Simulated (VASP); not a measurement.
# SrTiO3 (P4/mmm) in VASP: notebook

SrTiO3 is run at these levels: PBE; tasks: single point.

Everything below comes from runs of VASP 6.6.1. Logs are shortened: lines on timing, memory, paths and dates and some standing lists are left out, and cuts for length are marked.

## 1. The cell of the first run

Symmetry: P4/mmm, No. 123, tetragonal system. Conventional cell: a = 3.844 Å, b = 3.844 Å, c = 4.120 Å, α = 90.00°, β = 90.00°, γ = 90.00°. Within 3.6 Å of Sr (site symmetry 4/mmm) lie 12 O at 2.72 to 2.82 Å and 8 Ti at 3.41 Å. Ti (site symmetry 4/mmm) has 6 O at 1.92 to 2.06 Å within 2.5 Å. O (site symmetry mmm) has 2 Ti at 1.92 Å within 2.5 Å. Within 2.7 Å of O (site symmetry 4/mmm) lie 2 Ti at 2.06 Å.

## 2. Single point, PBE (mode 1 frozen in at +0.000 Å, strain +e along z and -e/2 along x and y +0.0467)

INCAR reads:

```
SYSTEM = SrTiO3
PREC = Accurate ; ENCUT = 520
EDIFF = 1E-6 ; ISMEAR = 0
SIGMA = 0.05 ; LREAL = .FALSE.
LASPH = .TRUE. ; NELM = 60
ALGO = Normal ; ISIF = 2
LWAVE = .FALSE. ; LCHARG = .FALSE.
GGA = PE ; NBANDS = 28
```

KPOINTS reads:

```
regular mesh
0
G
  8 8 8
  0 0 0
```

POSCAR reads:

```
SrTiO3
1.0
    3.8444942777      0.0000000000      0.0000000000
    0.0000000000      3.8444942777      0.0000000000
    0.0000000000      0.0000000000      4.1202397589
Sr Ti O
1 1 3
Direct
    0.0000000000      0.0000000000      0.0000000000
    0.5000000000      0.5000000000      0.5000000000
    0.0000000000      0.5000000000      0.5000000000
    0.5000000000      0.0000000000      0.5000000000
    0.5000000000      0.5000000000      0.0000000000
```

Potentials or basis: VASP PAW PBE potentials, release 64 (Sr_sv, Ti_sv, O).

Command:

```bash
> cat potpaw_PBE.64/Sr_sv/POTCAR potpaw_PBE.64/Ti_sv/POTCAR potpaw_PBE.64/O/POTCAR > POTCAR
> mpirun -np 1 vasp_std > vasp.out
```

OUTCAR:

```text
SYSTEM = SrTiO3
   PREC = Accurate
   ENCUT = 520
   EDIFF = 1E-6
   ISMEAR = 0
   LREAL = .FALSE.
   LASPH = .TRUE.
   NELM = 60
   ISIF = 2
   GGA = PE

 ion  position               nearest neighbor table
   1  0.000  0.000  0.000-   5 2.72   5 2.72   5 2.72   5 2.72   4 2.82   3 2.82   4 2.82   3 2.82
                             4 2.82   3 2.82   4 2.82   3 2.82   2 3.41   2 3.41   2 3.41   2 3.41
   2  0.500  0.500  0.500-   3 1.92   4 1.92   4 1.92   3 1.92   5 2.06   5 2.06   1 3.41   1 3.41
                             1 3.41   1 3.41   1 3.41   1 3.41   1 3.41   1 3.41
   3  0.000  0.500  0.500-   2 1.92   2 1.92   1 2.82   1 2.82   1 2.82   1 2.82
   4  0.500  0.000  0.500-   2 1.92   2 1.92   1 2.82   1 2.82   1 2.82   1 2.82
   5  0.500  0.500  0.000-   2 2.06   2 2.06   1 2.72   1 2.72   1 2.72   1 2.72

  LATTYP: Found a simple tetragonal cell.
 ALAT       =     3.8444942777
 C/A-ratio  =     1.0717247735

  Lattice vectors:

 A1 = (   3.8444942777,   0.0000000000,   0.0000000000)
 A2 = (   0.0000000000,   3.8444942777,   0.0000000000)
 A3 = (   0.0000000000,   0.0000000000,   4.1202397589)

Analysis of symmetry for initial positions (statically):
=====================================================================
 Subroutine PRICEL returns:
 Original cell was already a primitive cell.

 Routine SETGRP: Setting up the symmetry group for a
 simple tetragonal supercell.

 Subroutine GETGRP returns: Found 16 space group operations
 (whereof 16 operations were pure point group operations)
 out of a pool of 16 trial point group operations.

The static configuration has the point symmetry D_4h.

Analysis of symmetry for dynamics (positions and initial velocities):
=====================================================================
 Subroutine PRICEL returns:
 Original cell was already a primitive cell.

 Routine SETGRP: Setting up the symmetry group for a
 simple tetragonal supercell.

 Subroutine GETGRP returns: Found 16 space group operations
 (whereof 16 operations were pure point group operations)
 out of a pool of 16 trial point group operations.

The dynamic configuration has the point symmetry D_4h.

 Subroutine INISYM returns: Found 16 space group operations
 (whereof 16 operations are pure point group operations),
 and found     1 'primitive' translations

----------------------------------------------------------------------------------------

                                     Primitive cell

  volume of cell :      60.8977

  direct lattice vectors                    reciprocal lattice vectors
     3.844494278  0.000000000  0.000000000     0.260112235  0.000000000  0.000000000
     0.000000000  3.844494278  0.000000000     0.000000000  0.260112235  0.000000000
     0.000000000  0.000000000  4.120239759     0.000000000  0.000000000  0.242704323

  length of vectors
     3.844494278  3.844494278  4.120239759     0.260112235  0.260112235  0.242704323

  position of ions in fractional coordinates (direct lattice)
     0.000000000  0.000000000  0.000000000
     0.500000000  0.500000000  0.500000000
     0.000000000  0.500000000  0.500000000
     0.500000000  0.000000000  0.500000000
     0.500000000  0.500000000  0.000000000

  ion indices of the primitive-cell ions
   primitive index   ion index
                 1           1
                 2           2
                 3           3
                 4           4
                 5           5

----------------------------------------------------------------------------------------

 KPOINTS: regular mesh

Automatic generation of k-mesh.
 Grid dimensions read from file:
 generate k-points for:    8    8    8

 Generating k-lattice:

  Cartesian coordinates                     Fractional coordinates (reciprocal lattice)
     0.032514029  0.000000000  0.000000000     0.125000000  0.000000000  0.000000000
     0.000000000  0.032514029  0.000000000     0.000000000  0.125000000  0.000000000
     0.000000000  0.000000000  0.030338040     0.000000000  0.000000000  0.125000000

  Length of vectors
     0.032514029  0.032514029  0.030338040

  Shift w.r.t. Gamma in fractional coordinates (k-lattice)
     0.000000000  0.000000000  0.000000000

 Subroutine IBZKPT returns following result:
 ===========================================

 Found     75 irreducible k-points:

 Following reciprocal coordinates:
            Coordinates               Weight
  0.000000  0.000000  0.000000      1.000000
  0.125000  0.000000  0.000000      4.000000
  0.250000  0.000000  0.000000      4.000000
  0.375000  0.000000  0.000000      4.000000
  0.500000  0.000000  0.000000      2.000000
  0.125000  0.125000  0.000000      4.000000
[... 16 lines left out ...]
  0.375000  0.125000  0.125000     16.000000
  0.500000  0.125000  0.125000      8.000000
 [... further k-points ...]
   k-points           NKPTS =     75   k-points in BZ     NKDIM =     75   number of bands    NBANDS=     28
   number of dos      NEDOS =    301   number of ions     NIONS =      5
   total plane-waves  NPLWV =  28800
   dimension x,y,z NGX =    30 NGY =   30 NGZ =   32
   dimension x,y,z NGXF=    60 NGYF=   60 NGZF=   64
   ions per type =               1   1   3
   NGX,Y,Z   is equivalent  to a cutoff of  12.97, 12.97, 12.91 a.u.
   NGXF,Y,Z  is equivalent  to a cutoff of  25.95, 25.95, 25.82 a.u.
 SYSTEM =  SrTiO3
   PREC   = accura    normal or accurate (medium, high low for compatibility)
   ISTART =      0    job   : 0-new  1-cont  2-samecut
   ICHARG =      2    charge: 1-file 2-atom 10-const
   ISPIN  =      1    spin polarized calculation?
   LNONCOLLINEAR =      F non collinear calculations
   LSORBIT =      F    spin-orbit coupling
   LASPH  =      T    aspherical Exc in radial PAW
   ENCUT  =  520.0 eV  38.22 Ry    6.18 a.u.   7.15  7.15  7.66*2*pi/ulx,y,z
   NELM   =     60;   NELMIN=  2; NELMDL= -5     # of ELM steps
   EDIFF  = 0.1E-05   stopping-criterion for ELM
   LREAL  =      F    real-space projection
   EDIFFG = 0.1E-04   stopping-criterion for IOM
   NSW    =      0    number of steps for IOM
   IBRION =     -1    ionic relax: 0-MD 1-quasi-New 2-CG
   NFREE  =      0    steps in history (QN), initial steepest desc. (CG)
   ISIF   =      2    stress and relaxation
   ISYM   =      2    0-nonsym 1-usesym 2-fastsym
   POTIM  = 0.5000    time-step for ionic-motion
   TEBEG  =    0.0;   TEEND  =   0.0 temperature during run
   PSTRESS=    0.0 pullay stress
   NELECT =      40.0000    total number of electrons
   NUPDOWN=      -1.0000    fix difference up-down
   EMIN   =  10.00;   EMAX   =-10.00  energy-range for DOS
   EFERMI =   0.00;   METHOD = LEGACY
   ISMEAR =     0;   SIGMA  =   0.05  broadening in eV -4-tet -1-fermi 0-gaus
   EFERMI_NEDOS =   21; number of points for ismear=-14 and -15
   IALGO  =     38    algorithm
   IMIX   =      4    mixing-type and parameters
     AMIX     =   0.40;   BMIX     =  1.00
     AMIX_MAG =   1.60;   BMIX_MAG =  1.00
  volume/ion in A,a.u.               =      12.18        82.19
  Fermi-wavevector in a.u.,A,eV,Ry     =   1.423075  2.689222 27.553744  2.025143
  Thomas-Fermi vector in A             =   2.543711
   LORBIT       =      0    0 simple, 1 ext, 2 COOP (PROOUT), +10 PAW based schemes
   GGA     = PE    functional components
   LHFCALC =     F    Hartree Fock is set to
   AEXX    =    0.0000 exact exchange contribution
   IVDW    =     0    specifies the selected vdW correction
   LEPSILON=     F    determine dielectric tensor
   LRPA    =     F    only Hartree local field effects (RPA)
 non-spin polarized calculation
 Gauss-broadening in eV      SIGMA  =   0.05
  energy-cutoff  :      520.00
  volume of cell :       60.90
 maximum number of plane-waves:      1656
 NGX is ok and might be reduce to    30
   NGX = 15   NGY = 15   NGZ = 15

 number of electron      40.0000028 magnetization

 Free energy of the ion-electron system (eV)
  ---------------------------------------------------
  ext. energy  EPLUGINS =         0.00000000
  ---------------------------------------------------
  free energy    TOTEN  =       -39.97657873 eV

  energy without entropy =      -39.97657873  energy(sigma->0) =      -39.97657873

 E-fermi :   4.3151     XC(G=0): -11.1498

 val. band max:        4.0890232403   @ k =   0.5000   0.5000   0.5000
 cond. band min:       5.7710919662   @ k =   0.0000   0.0000   0.0000
 fundamental gap:      1.6820687258
 Fermi energy:         4.3150993091

 k-point     1 :       0.0000    0.0000    0.0000
  band No.  band energies     occupation
      1     -52.5563      2.00000
      2     -28.8709      2.00000
      3     -28.8058      2.00000
      4     -28.8058      2.00000
      5     -28.7747      2.00000
      6     -13.4350      2.00000
[... 20 lines left out ...]
     27       9.6702      0.00000
     28      10.0738      0.00000

 k-point     2 :       0.1250    0.0000    0.0000
  band No.  band energies     occupation
      1     -52.5560      2.00000
      2     -28.8884      2.00000
      3     -28.8053      2.00000
      4     -28.7970      2.00000
      5     -28.7742      2.00000
      6     -13.4111      2.00000
[... 20 lines left out ...]
     27       9.9626      0.00000
     28      10.4563      0.00000

 k-point     3 :       0.2500    0.0000    0.0000
  band No.  band energies     occupation
      1     -52.5553      2.00000
      2     -28.9245      2.00000
      3     -28.8040      2.00000
      4     -28.7817      2.00000
      5     -28.7730      2.00000
      6     -13.4212      2.00000
[... 20 lines left out ...]
     27      10.6457      0.00000
     28      11.4973      0.00000

 k-point     4 :       0.3750    0.0000    0.0000
  band No.  band energies     occupation
      1     -52.5546      2.00000
      2     -28.9573      2.00000
      3     -28.8028      2.00000
      4     -28.7717      2.00000
      5     -28.7693      2.00000
      6     -13.5007      2.00000
[... 578 lines left out ...]
     27      10.9556      0.00000
     28      11.5311      0.00000

 k-point    23 :       0.3750    0.1250    0.1250
  band No.  band energies     occupation
      1     -52.5543      2.00000
      2     -28.9428      2.00000
      3     -28.8178      2.00000
      4     -28.7870      2.00000
      5     -28.7654      2.00000
      6     -13.3532      2.00000
[... 20 lines left out ...]
     27      11.5617      0.00000
     28      12.2293      0.00000

 k-point    24 :       0.5000    0.1250    0.1250
  band No.  band energies     occupation
      1     -52.5540      2.00000
      2     -28.9542      2.00000
      3     -28.8148      2.00000
      4     -28.7759      2.00000
      5     -28.7756      2.00000
      6     -13.3811      2.00000
[... 20 lines left out ...]
     27      11.7978      0.00000
     28      12.3555      0.00000

 [... further k-points ...]
[... 5 lines left out ...]
  --------------------------------------------------------------------------------------
  -------------------------------------------------------------------------------------
  Total        2.6248954      2.6248954     -2.7032917      0.0000000      0.0000000      0.0000000
  in kB       69.0592193     69.0592193    -71.1217722      0.0000000      0.0000000      0.0000000
  external PRESSURE =      22.3322222 kB  Pullay stress =       0.0000000 kB

 VOLUME and BASIS-vectors are now :
 -----------------------------------------------------------------------------
  energy-cutoff  :      520.00
  volume of cell :       60.90
      direct lattice vectors                 reciprocal lattice vectors
     3.844494278  0.000000000  0.000000000     0.260112235  0.000000000  0.000000000
     0.000000000  3.844494278  0.000000000     0.000000000  0.260112235  0.000000000
     0.000000000  0.000000000  4.120239759     0.000000000  0.000000000  0.242704323

 POSITION                                       TOTAL-FORCE (eV/Angst)
 -----------------------------------------------------------------------------------
      0.00000      0.00000      0.00000         0.000000      0.000000      0.000000
      1.92225      1.92225      2.06012         0.000000      0.000000      0.000000
      0.00000      1.92225      2.06012         0.000000      0.000000      0.000000
      1.92225      0.00000      2.06012         0.000000      0.000000      0.000000
      1.92225      1.92225      0.00000         0.000000      0.000000      0.000000
 -----------------------------------------------------------------------------------
    total drift:                                0.000000      0.000000     -0.000000

  FREE ENERGIE OF THE ION-ELECTRON SYSTEM (eV)
  ---------------------------------------------------
  free  energy   TOTEN  =       -39.9765787305 eV

  energy  without entropy=      -39.9765787305  energy(sigma->0) =      -39.97657873
```

Wall time 96 s (1 thread of AMD EPYC 7R43 (Zen 3), shared host); peak memory 0.23 GiB.

What came out:

```
Free energy            : -39.9766 eV
Pressure               : 2.2 GPa
Band gap on the k mesh : 1.68 eV, indirect (least direct gap 2.13 eV)
```

Stress tensor (GPa, compression positive):
```
 6.91  0.00  0.00
 0.00  6.91  0.00
 0.00  0.00 -7.11
```

Levels at points of the mesh, in eV from the valence-band top:
| k point | band 17 | band 18 | band 19 | band 20 | band 21 | band 22 | band 23 | band 24 |
| --- | --- | --- | --- | --- | --- | --- | --- | --- |
| (0.00, 0.00, 0.00) | -1.14 | -0.50 | -0.45 | -0.45 | 1.68 | 1.68 | 1.79 | 3.72 |
| (0.50, 0.00, 0.00) | -2.50 | -2.04 | -0.90 | -0.83 | 1.87 | 3.77 | 3.80 | 3.86 |
| (0.50, 0.50, 0.00) | -1.85 | -1.41 | -1.41 | -0.06 | 3.78 | 3.78 | 4.29 | 4.54 |
| (0.00, 0.00, 0.50) | -1.96 | -1.96 | -0.77 | -0.77 | 1.90 | 3.18 | 3.18 | 4.36 |
| (0.50, 0.00, 0.50) | -1.81 | -1.80 | -1.78 | -0.34 | 3.19 | 3.80 | 3.97 | 5.20 |
| (0.50, 0.50, 0.50) | -3.64 | -0.18 | -0.18 | 0.00 | 4.17 | 4.17 | 4.48 | 6.58 |

Caveat: the cell differs from its parent crystal (mode 1 frozen in at +0.000 Å, strain +e along z and -e/2 along x and y +0.0467). A k mesh can miss the band edges.

## 3. Single point, PBE (mode 1 frozen in at +0.000 Å, strain +e along z and -e/2 along x and y -0.0467)

INCAR reads:

```
SYSTEM = SrTiO3
PREC = Accurate ; ENCUT = 520
EDIFF = 1E-6 ; ISMEAR = 0
SIGMA = 0.05 ; LREAL = .False.
LASPH = .True. ; NELM = 100
ALGO = Normal ; ISIF = 2
LWAVE = .False. ; LCHARG = .True.
GGA = PE ; LELF = .True.
LVHAR = .True. ; NBANDS = 28
```

KPOINTS reads:

```
regular mesh
0
Gamma
  8 8 8
  0 0 0
```

POSCAR: that of step 2 with these lines changed.

```diff
@@ -2,5 +2,5 @@
 1.0
-    3.8444942777      0.0000000000      0.0000000000
-    0.0000000000      3.8444942777      0.0000000000
-    0.0000000000      0.0000000000      4.1202397589
+    4.0283245985      0.0000000000      0.0000000000
+    0.0000000000      4.0283245985      0.0000000000
+    0.0000000000      0.0000000000      3.7525791173
 Sr Ti O
```

Potentials or basis: VASP PAW PBE potentials, release 64 (Sr_sv, Ti_sv, O).

Command:

```bash
> cat potpaw_PBE.64/Sr_sv/POTCAR potpaw_PBE.64/Ti_sv/POTCAR potpaw_PBE.64/O/POTCAR > POTCAR
> mpirun -np 1 vasp_std > vasp.out
```

It took 95 s on 1 thread of AMD EPYC 7R43 (Zen 3), shared host; peak memory 0.22 GiB.

It converged, with:

* Free energy: -39.9498 eV
* Pressure: 2.4 GPa
* Band gap on the k mesh: 1.73 eV, indirect (least direct gap 2.06 eV)

Stress tensor (GPa, compression positive):
```
-3.58  0.00  0.00
 0.00 -3.58  0.00
 0.00  0.00 14.23
```

Levels at points of the mesh, in eV from the valence-band top:
| k point | band 16 | band 17 | band 18 | band 19 | band 20 | band 21 | band 22 | band 23 | band 24 | band 25 |
| --- | --- | --- | --- | --- | --- | --- | --- | --- | --- | --- |
| (0.00, 0.00, 0.00) | -1.21 | -0.97 | -0.40 | -0.40 | -0.33 | 1.73 | 1.85 | 1.85 | 3.88 | 4.33 |
| (0.50, 0.00, 0.00) | -2.14 | -1.99 | -1.93 | -0.71 | -0.70 | 1.98 | 3.44 | 3.47 | 4.22 | 6.26 |
| (0.50, 0.50, 0.00) | -2.45 | -1.85 | -1.85 | -1.68 | -0.25 | 3.47 | 3.47 | 3.85 | 5.59 | 7.54 |
| (0.00, 0.00, 0.50) | -2.82 | -2.34 | -1.95 | -0.80 | -0.80 | 1.95 | 3.89 | 4.12 | 4.12 | 6.50 |
| (0.50, 0.00, 0.50) | -2.73 | -1.75 | -1.44 | -1.44 | -0.12 | 3.46 | 4.13 | 4.34 | 4.83 | 7.74 |
| (0.50, 0.50, 0.50) | -3.78 | -3.31 | -0.12 | 0.00 | 0.00 | 4.08 | 4.52 | 4.52 | 6.63 | 6.89 |

Caveat: the cell differs from its parent crystal (mode 1 frozen in at +0.000 Å, strain +e along z and -e/2 along x and y -0.0467).
